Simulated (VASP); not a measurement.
# ZrB (I4mm) in VASP: notebook

Runs on ZrB. Level: PBEsol. Tasks: single point.

Program: VASP 6.6.1. These are calculated values, not measurements. Logs are shortened: lines on timing, memory, paths and dates and some standing lists are left out, and cuts for length are marked.

## 1. The cell of the first run

The structure is tetragonal, space group I4mm (No. 107). Conventional cell: a = 3.288 Å, b = 3.288 Å, c = 4.650 Å, α = 90.00°, β = 90.00°, γ = 90.00°. Zr (site symmetry 4mm) has 5 B at 1.89 to 2.37 Å within 2.5 Å. B (site symmetry 4mm) has 5 Zr at 1.89 to 2.37 Å within 2.5 Å.

## 2. Single point, PBEsol

INCAR reads:

```
PREC = Accurate
ENCUT = 520
EDIFF = 1E-6
ISMEAR = 0
SIGMA = 0.15
LREAL = F
LASPH = T
NELM = 100
ALGO = Normal
ISIF = 2
LWAVE = F
LCHARG = F
GGA = PS
NBANDS = 14
```

KPOINTS reads:

```
Automatic mesh
0
Gamma
  18 18 18
```

POSCAR reads:

```
ZrB
1.0
    0.0000000000      2.3250000000      2.3250000000
    2.3250000000      0.0000000000      2.3250000000
    2.3250000000      2.3250000000      0.0000000000
Zr B
1 1
Direct
    0.0000000000      0.0000000000      0.0000000000
    0.4059139785      0.4059139785      0.5940860215
```

Potentials or basis: VASP PAW PBE potentials, release 64 (Zr_sv, B).

The run is started by

```sh
$ cat potpaw_PBE.64/Zr_sv/POTCAR potpaw_PBE.64/B/POTCAR > POTCAR
$ mpirun -np 1 vasp_std > vasp.out
```

OUTCAR:

```text
PREC = Accurate
   ENCUT = 520
   EDIFF = 1E-6
   ISMEAR = 0
   LREAL = F
   LASPH = T
   NELM = 100
   ISIF = 2
   GGA = PS

 ion  position               nearest neighbor table
   1  0.000  0.000  0.000-   2 1.89   2 2.37   2 2.37   2 2.37   2 2.37   2 2.76
   2  0.406  0.406  0.594-   1 1.89   1 2.37   1 2.37   1 2.37   1 2.37   1 2.76

  LATTYP: Found a face centered cubic cell.
 ALAT       =     4.6500000000

  Lattice vectors:

 A1 = (   0.0000000000,   2.3250000000,   2.3250000000)
 A2 = (   2.3250000000,   0.0000000000,   2.3250000000)
 A3 = (   2.3250000000,   2.3250000000,   0.0000000000)

Analysis of symmetry for initial positions (statically):
=====================================================================
 Subroutine PRICEL returns:
 Original cell was already a primitive cell.

 Routine SETGRP: Setting up the symmetry group for a
 face centered cubic supercell.

 Subroutine GETGRP returns: Found  8 space group operations
 (whereof  8 operations were pure point group operations)
 out of a pool of 48 trial point group operations.

The static configuration has the point symmetry C_4v.

Analysis of symmetry for dynamics (positions and initial velocities):
=====================================================================
 Subroutine PRICEL returns:
 Original cell was already a primitive cell.

 Routine SETGRP: Setting up the symmetry group for a
 face centered cubic supercell.

 Subroutine GETGRP returns: Found  8 space group operations
 (whereof  8 operations were pure point group operations)
 out of a pool of 48 trial point group operations.

The dynamic configuration has the point symmetry C_4v.

 Subroutine INISYM returns: Found  8 space group operations
 (whereof  8 operations are pure point group operations),
 and found     1 'primitive' translations

----------------------------------------------------------------------------------------

                                     Primitive cell

  volume of cell :      25.1362

  direct lattice vectors                    reciprocal lattice vectors
     0.000000000  2.325000000  2.325000000    -0.215053763  0.215053763  0.215053763
     2.325000000  0.000000000  2.325000000     0.215053763 -0.215053763  0.215053763
     2.325000000  2.325000000  0.000000000     0.215053763  0.215053763 -0.215053763

  length of vectors
     3.288046533  3.288046533  3.288046533     0.372484045  0.372484045  0.372484045

  position of ions in fractional coordinates (direct lattice)
     0.000000000  0.000000000  0.000000000
     0.405913979  0.405913979  0.594086021

  ion indices of the primitive-cell ions
   primitive index   ion index
                 1           1
                 2           2

----------------------------------------------------------------------------------------

 KPOINTS: Automatic mesh

Automatic generation of k-mesh.
 Grid dimensions read from file:
 generate k-points for:   18   18   18

 Generating k-lattice:

  Cartesian coordinates                     Fractional coordinates (reciprocal lattice)
    -0.011947431  0.011947431  0.011947431     0.055555556  0.000000000  0.000000000
     0.011947431 -0.011947431  0.011947431     0.000000000  0.055555556  0.000000000
     0.011947431  0.011947431 -0.011947431     0.000000000  0.000000000  0.055555556

  Length of vectors
     0.020693558  0.020693558  0.020693558

  Shift w.r.t. Gamma in fractional coordinates (k-lattice)
     0.000000000  0.000000000  0.000000000

 Subroutine IBZKPT returns following result:
 ===========================================

 Found    480 irreducible k-points:

 Following reciprocal coordinates:
            Coordinates               Weight
  0.000000  0.000000  0.000000      1.000000
  0.055556  0.000000  0.000000      8.000000
  0.111111  0.000000  0.000000      8.000000
  0.166667  0.000000  0.000000      8.000000
  0.222222  0.000000  0.000000      8.000000
  0.277778  0.000000  0.000000      8.000000
[... 16 lines left out ...]
  0.388889  0.055556  0.000000      8.000000
  0.000000  0.388889  0.055556     16.000000
 [... further k-points ...]
   k-points           NKPTS =    480   k-points in BZ     NKDIM =    480   number of bands    NBANDS=     14
   number of dos      NEDOS =    301   number of ions     NIONS =      2
   total plane-waves  NPLWV =  13824
   dimension x,y,z NGX =    24 NGY =   24 NGZ =   24
   dimension x,y,z NGXF=    48 NGYF=   48 NGZF=   48
   ions per type =               1   1
   NGX,Y,Z   is equivalent  to a cutoff of  12.13, 12.13, 12.13 a.u.
   NGXF,Y,Z  is equivalent  to a cutoff of  24.27, 24.27, 24.27 a.u.
 SYSTEM =  unknown system
   PREC   = accura    normal or accurate (medium, high low for compatibility)
   ISTART =      0    job   : 0-new  1-cont  2-samecut
   ICHARG =      2    charge: 1-file 2-atom 10-const
   ISPIN  =      1    spin polarized calculation?
   LNONCOLLINEAR =      F non collinear calculations
   LSORBIT =      F    spin-orbit coupling
   LASPH  =      T    aspherical Exc in radial PAW
   ENCUT  =  520.0 eV  38.22 Ry    6.18 a.u.   6.11  6.11  6.11*2*pi/ulx,y,z
   NELM   =    100;   NELMIN=  2; NELMDL= -5     # of ELM steps
   EDIFF  = 0.1E-05   stopping-criterion for ELM
   LREAL  =      F    real-space projection
   EDIFFG = 0.1E-04   stopping-criterion for IOM
   NSW    =      0    number of steps for IOM
   IBRION =     -1    ionic relax: 0-MD 1-quasi-New 2-CG
   NFREE  =      0    steps in history (QN), initial steepest desc. (CG)
   ISIF   =      2    stress and relaxation
   ISYM   =      2    0-nonsym 1-usesym 2-fastsym
   POTIM  = 0.5000    time-step for ionic-motion
   TEBEG  =    0.0;   TEEND  =   0.0 temperature during run
   PSTRESS=    0.0 pullay stress
   NELECT =      15.0000    total number of electrons
   NUPDOWN=      -1.0000    fix difference up-down
   EMIN   =  10.00;   EMAX   =-10.00  energy-range for DOS
   EFERMI =   0.00;   METHOD = LEGACY
   ISMEAR =     0;   SIGMA  =   0.15  broadening in eV -4-tet -1-fermi 0-gaus
   EFERMI_NEDOS =   21; number of points for ismear=-14 and -15
   IALGO  =     38    algorithm
   IMIX   =      4    mixing-type and parameters
     AMIX     =   0.40;   BMIX     =  1.00
     AMIX_MAG =   1.60;   BMIX_MAG =  1.00
  volume/ion in A,a.u.               =      12.57        84.81
  Fermi-wavevector in a.u.,A,eV,Ry     =   1.378285  2.604581 25.846565  1.899669
  Thomas-Fermi vector in A             =   2.503360
   LORBIT       =      0    0 simple, 1 ext, 2 COOP (PROOUT), +10 PAW based schemes
   GGA     = PS    functional components
   LHFCALC =     F    Hartree Fock is set to
   AEXX    =    0.0000 exact exchange contribution
   IVDW    =     0    specifies the selected vdW correction
   LEPSILON=     F    determine dielectric tensor
   LRPA    =     F    only Hartree local field effects (RPA)
 non-spin polarized calculation
 Gauss-broadening in eV      SIGMA  =   0.15
  energy-cutoff  :      520.00
  volume of cell :       25.14
 maximum number of plane-waves:       700
   NGX = 13   NGY = 13   NGZ = 13

 number of electron      15.0000000 magnetization

 Free energy of the ion-electron system (eV)
  ---------------------------------------------------
  ext. energy  EPLUGINS =         0.00000000
  ---------------------------------------------------
  free energy    TOTEN  =       -15.35438959 eV

  energy without entropy =      -15.34199653  energy(sigma->0) =      -15.34819306

 E-fermi :   9.0400     XC(G=0): -12.2689

 val. band max:        9.0372880903   @ k =  -0.0556   0.0556   0.0000
 cond. band min:       9.0400350349   @ k =  -0.4444   0.4444   0.0556
 fundamental gap:      0.0027469447
 Fermi energy:         9.0400306953

 k-point     1 :       0.0000    0.0000    0.0000
  band No.  band energies     occupation
      1     -37.8404      2.00000
      2     -15.8913      2.00000
      3     -15.5413      2.00000
      4     -15.5413      2.00000
      5       0.7824      2.00000
      6       9.0845      0.67499
      7       9.0845      0.67499
      8       9.8672      0.00000
      9      10.8971      0.00000
     10      12.6881      0.00000
     11      14.8682      0.00000
     12      14.8682      0.00000
     13      16.8058      0.00000
     14      19.6108      0.00000

 k-point     2 :       0.0556    0.0000    0.0000
  band No.  band energies     occupation
      1     -37.8368      2.00000
      2     -15.9050      2.00000
      3     -15.5628      2.00000
      4     -15.5448      2.00000
      5       0.8682      2.00000
      6       8.9316      1.69320
      7       9.0784      0.71736
      8       9.8911      0.00000
      9      10.9003      0.00000
     10      12.4676      0.00000
     11      14.6644      0.00000
     12      15.2564      0.00000
     13      17.1513      0.00000
     14      19.8265      0.00000

 k-point     3 :       0.1111    0.0000    0.0000
  band No.  band energies     occupation
      1     -37.8262      2.00000
      2     -15.9502      2.00000
      3     -15.6178      2.00000
      4     -15.5548      2.00000
      5       1.1181      2.00000
      6       8.5643      1.99999
      7       9.0310      1.06797
      8       9.8494      0.00000
      9      10.9620      0.00000
     10      12.1298      0.00000
     11      14.3363      0.00000
     12      16.1186      0.00000
     13      17.9049      0.00000
     14      20.4356      0.00000
[... 324 lines left out ...]
 k-point    23 :       0.3889    0.0556    0.0000
  band No.  band energies     occupation
      1     -37.7349      2.00000
      2     -16.5462      2.00000
      3     -15.8115      2.00000
      4     -15.6558      2.00000
      5       3.6297      2.00000
      6       6.3367      2.00000
      7       7.9572      2.00000
      8       8.0091      2.00000
      9      12.9233      0.00000
     10      14.0414      0.00000
     11      15.0661      0.00000
     12      18.6340      0.00000
     13      19.4399      0.00000
     14      22.9130      0.00000

 k-point    24 :       0.0000    0.3889    0.0556
  band No.  band energies     occupation
      1     -37.7352      2.00000
      2     -16.5193      2.00000
      3     -15.8443      2.00000
      4     -15.6466      2.00000
      5       3.5990      2.00000
      6       6.3199      2.00000
      7       7.7532      2.00000
      8       8.3279      2.00000
      9      12.8909      0.00000
     10      13.7079      0.00000
     11      14.9561      0.00000
     12      19.0943      0.00000
     13      20.2141      0.00000
     14      21.9065      0.00000

 [... further k-points ...]

------------------------ aborting loop because EDIFF is reached ----------------------------------------

  FORCE on cell =-STRESS in cart. coord.  units (eV):
  Direction    XX          YY          ZZ          XY          YZ          ZX
  --------------------------------------------------------------------------------------
  -------------------------------------------------------------------------------------
  Total        3.8871198      3.8871198     11.4571633      0.0000000      0.0000000      0.0000000
  in kB      247.7648215    247.7648215    730.2790091      0.0000000      0.0000000      0.0000000
  external PRESSURE =     408.6028840 kB  Pullay stress =       0.0000000 kB

 VOLUME and BASIS-vectors are now :
 -----------------------------------------------------------------------------
  energy-cutoff  :      520.00
  volume of cell :       25.14
      direct lattice vectors                 reciprocal lattice vectors
     0.000000000  2.325000000  2.325000000    -0.215053763  0.215053763  0.215053763
     2.325000000  0.000000000  2.325000000     0.215053763 -0.215053763  0.215053763
     2.325000000  2.325000000  0.000000000     0.215053763  0.215053763 -0.215053763

 POSITION                                       TOTAL-FORCE (eV/Angst)
 -----------------------------------------------------------------------------------
      0.00000      0.00000      0.00000         0.000000      0.000000     -6.795639
      2.32500      2.32500      1.88750         0.000000      0.000000      6.795639
 -----------------------------------------------------------------------------------
    total drift:                                0.000001      0.000001     -0.000118

  FREE ENERGIE OF THE ION-ELECTRON SYSTEM (eV)
  ---------------------------------------------------
  free  energy   TOTEN  =       -15.3543895939 eV

  energy  without entropy=      -15.3419965263  energy(sigma->0) =      -15.34819306
```

Run time: 39 s. Hardware: 1 thread of Intel Xeon 6975P-C (Granite Rapids), shared host; peak memory 0.28 GiB.

Results:

```
Free energy            : -15.3544 eV
Pressure               : 40.9 GPa
Largest force          : 6.796 eV/Å
Band gap on the k mesh : zero (an odd number of electrons rules out a gap without spin polarisation)
```

Forces in eV/Å, atoms in the order of the input:
```
Zr   0.000  0.000 -6.796
B    0.000  0.000  6.796
```

Stress tensor (GPa, compression positive):
```
24.78  0.00  0.00
 0.00 24.78  0.00
 0.00  0.00 73.03
```

Levels at points of the mesh, in eV from the Fermi level:
```tsv
k point	band 4	band 5	band 6	band 7	band 8	band 9	band 10	band 11
(0.00, 0.00, 0.00)	-24.58	-8.26	0.04	0.04	0.83	1.86	3.65	5.83
(0.50, 0.00, 0.00)	-24.69	-4.59	-3.37	-1.48	-1.24	5.03	5.64	6.92
(0.50, 0.50, 0.00)	-24.94	-6.26	-1.30	0.30	2.41	2.41	5.54	6.57
(0.00, 0.50, 0.50)	-24.90	-6.29	-2.63	-0.46	1.93	4.18	6.51	6.55
```

Caveat: the cell differs from its parent crystal (all B atoms moved +0.438 Å, as atom 2 towards its neighbour atom 1 (Zr) at 2.325 Å); the cell stands under pressure; the PAW data sets were made with another functional, which shifts forces and pressure a little.

## 3. Single point, PBEsol

INCAR reads:

```
ALGO     = Normal         # electronic algorithm
EDIFF    = 1E-6           # SCF threshold, eV
ENCUT    = 520            # plane-wave cutoff, eV
GGA      = PS             # functional
ISIF     = 2              # what is computed and relaxed
ISMEAR   = 0              # smearing method
LASPH    = True           # aspherical terms in the spheres
LCHARG   = False          # write CHGCAR
LREAL    = False          # projectors in reciprocal space
LWAVE    = False          # write WAVECAR
NBANDS   = 14             # bands
NELM     = 80             # most SCF steps
PREC     = Accurate       # precision mode
SIGMA    = 0.15           # smearing width, eV
```

KPOINTS reads:

```
k-points
0
Gamma
  18 18 18
```

Edit POSCAR of step 2 so:

```diff
@@ -9,2 +9,2 @@
     0.0000000000      0.0000000000      0.0000000000
-    0.4059139785      0.4059139785      0.5940860215
+    0.4327956989      0.4327956989      0.5672043011
```

Potentials or basis: VASP PAW PBE potentials, release 64 (Zr_sv, B).

The run is started by

```sh
$ cat potpaw_PBE.64/Zr_sv/POTCAR potpaw_PBE.64/B/POTCAR > POTCAR
$ mpirun -np 1 vasp_std > vasp.out
```

Run time: 37 s. Hardware: 1 thread of Intel Xeon 6975P-C (Granite Rapids), shared host; peak memory 0.28 GiB.

The run converged. Its results:

- Free energy: -16.0364 eV
- Pressure: 35.6 GPa
- Largest force: 4.218 eV/Å
- Band gap on the k mesh: zero (an odd number of electrons rules out a gap without spin polarisation)

Forces on the atoms (eV/Å):
```
Zr   0.000  0.000 -4.218
B    0.000  0.000  4.218
```

Stress tensor (GPa, compression positive):
```
26.71  0.00  0.00
 0.00 26.71  0.00
 0.00  0.00 53.25
```

Levels at points of the mesh, in eV from the Fermi level:
| k point | band 5 | band 6 | band 7 | band 8 | band 9 | band 10 | band 11 | band 12 |
| --- | --- | --- | --- | --- | --- | --- | --- | --- |
| (0.00, 0.00, 0.00) | -8.30 | 0.72 | 0.72 | 1.50 | 1.86 | 3.66 | 5.06 | 5.06 |
| (0.50, 0.00, 0.00) | -4.46 | -3.45 | -1.45 | -1.32 | 5.38 | 5.69 | 7.13 | 7.89 |
| (0.50, 0.50, 0.00) | -6.38 | -1.25 | -0.02 | 2.49 | 2.49 | 5.51 | 6.72 | 6.72 |
| (0.00, 0.50, 0.50) | -6.39 | -2.04 | -0.39 | 2.15 | 3.50 | 6.06 | 6.73 | 6.83 |

Caveat: the cell differs from its parent crystal (all B atoms moved +0.312 Å, as atom 2 towards its neighbour atom 1 (Zr) at 2.325 Å); the cell stands under pressure; the PAW data sets were made with another functional, which shifts forces and pressure a little.

## 4. Single point, PBEsol

INCAR reads:

```
SYSTEM = ZrB
ALGO = Normal ; EDIFF = 1E-6
ENCUT = 520 ; GGA = PS
ISIF = 2 ; ISMEAR = 0
LASPH = .TRUE. ; LCHARG = .FALSE.
LREAL = .FALSE. ; LWAVE = .FALSE.
NBANDS = 14 ; NELM = 80
PREC = Accurate ; SIGMA = 0.15
```

KPOINTS reads:

```
k-points
0
G
  18 18 18
  0 0 0
```

Edit POSCAR of step 3 so:

```diff
@@ -9,2 +9,2 @@
     0.0000000000      0.0000000000      0.0000000000
-    0.4327956989      0.4327956989      0.5672043011
+    0.4596774194      0.4596774194      0.5403225806
```

The run is started by

```sh
$ cat potpaw_PBE.64/Zr_sv/POTCAR potpaw_PBE.64/B/POTCAR > POTCAR
$ mpirun -np 1 vasp_std > vasp.out
```

Wall time 37 s (1 thread of Intel Xeon 6975P-C (Granite Rapids), shared host); peak memory 0.29 GiB.

The run converged. Its results:

* Free energy: -16.4301 eV
* Pressure: 31.8 GPa
* Largest force: 2.175 eV/Å
* Band gap on the k mesh: zero (an odd number of electrons rules out a gap without spin polarisation)

Forces on the atoms (eV/Å):
```
Zr   0.000  0.000 -2.175
B    0.000  0.000  2.175
```

Stress tensor (GPa, compression positive):
```
28.48  0.00  0.00
 0.00 28.48  0.00
 0.00  0.00 38.41
```

Levels at points of the mesh, in eV from the Fermi level:
```csv
k point,band 5,band 6,band 7,band 8,band 9,band 10,band 11,band 12
"(0.00, 0.00, 0.00)",-8.31,1.36,1.36,1.88,2.34,3.69,4.40,4.40
"(0.50, 0.00, 0.00)",-4.31,-3.50,-1.42,-1.37,5.63,5.74,7.30,8.06
"(0.50, 0.50, 0.00)",-6.43,-1.19,-0.19,2.55,2.55,5.50,6.86,6.86
"(0.00, 0.50, 0.50)",-6.44,-1.52,-0.32,2.40,2.95,5.72,6.86,6.90
```

Caveat: the cell differs from its parent crystal (all B atoms moved +0.188 Å, as atom 2 towards its neighbour atom 1 (Zr) at 2.325 Å); the cell stands under pressure; the PAW data sets were made with another functional, which shifts forces and pressure a little.

## 5. The runs side by side

| cell | gap on the mesh (eV) | pressure (GPa) | largest force (eV/Å) |
| --- | --- | --- | --- |
| as given, atomic positions A | none | 40.9 | 6.80 |
| as given, atomic positions B | none | 35.6 | 4.22 |
| as given, atomic positions C | none | 31.8 | 2.17 |

Alike in all rows: task single point; level PBEsol; potentials or basis VASP PAW PBE potentials, release 64 (Zr_sv, B); no spin polarisation; k mesh 18 × 18 × 18; cutoff (eV) 520; smearing gaussian 0.15 eV.

Caveats: the cell stands under pressure; the PAW data sets were made with another functional, which shifts forces and pressure a little.

Total energies depend on the potentials used, so only differences within one code and one set of settings carry meaning.
